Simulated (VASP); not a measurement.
Set up this calculation in VASP 6.6.1, as the native input.

| Item | Value |
| --- | --- |
| Task | single point |
| Functional | r2SCAN |
| Potentials or basis | VASP PAW PBE potentials, release 64 (Sn_d, Te) |
| Cutoff | 520 eV |
| k mesh | 14 × 14 × 14 |
| Occupations | gaussian, width 0.15 eV |
| Spin | no spin polarisation |
| Dipole correction | no |
| Further INCAR settings | ALGO = Normal; EDIFF = 1e-07; NBANDS = 17 |

Crystal: SnTe.

```xyz
2
Lattice="0.0000 3.1565 3.1565 3.1565 0.0000 3.1565 3.1565 3.1565 0.0000" Properties=species:S:1:pos:R:3 pbc="T T T"
Sn    0.0000    0.0000    0.0000
Te    3.1565    3.1565    3.1565
```

These files were run (other wordings do the same):

POSCAR

```
SnTe
1.0
    0.0000000000      3.1565000000      3.1565000000
    3.1565000000      0.0000000000      3.1565000000
    3.1565000000      3.1565000000      0.0000000000
Sn Te
1 1
Direct
    0.0000000000      0.0000000000      0.0000000000
    0.5000000000      0.5000000000      0.5000000000
```

INCAR.step1

```
  PREC = Accurate
  ENCUT = 520
  ISMEAR = 0
  SIGMA = 0.15
  LREAL = F
  LASPH = T
  NELM = 60
  NBANDS = 17
  GGA = PE
  ALGO = Normal
  EDIFF = 1E-4
  LWAVE = T
  LCHARG = F
```

INCAR.step2

```
  PREC = Accurate
  ENCUT = 520
  EDIFF = 1E-7
  ISMEAR = 0
  SIGMA = 0.15
  LREAL = F
  LASPH = T
  NELM = 60
  ALGO = Normal
  ISIF = 2
  LWAVE = F
  LCHARG = F
  METAGGA = R2SCAN
  LMIXTAU = T
  NBANDS = 17
  ISTART = 1
```

KPOINTS

```
regular mesh
0
Gamma
  14 14 14
```

Potentials or basis: VASP PAW PBE potentials, release 64 (Sn_d, Te).

Run with:

```bash
$ cat potpaw_PBE.64/Sn_d/POTCAR potpaw_PBE.64/Te/POTCAR > POTCAR
$ cp INCAR.step1 INCAR
$ mpirun -np 1 vasp_std > vasp.out
$ cp INCAR.step2 INCAR
$ mpirun -np 1 vasp_std > vasp.out
```

It gave:

| Item | Value |
| --- | --- |
| Pressure | 1.2 GPa |

Caveat: the PAW data sets were made with another functional, which shifts forces and pressure a little.

It took 3.5 min on 1 thread of Intel(R) Xeon(R) 6975P-C (Granite Rapids), with other jobs on the host, peak memory 0.28 GiB.
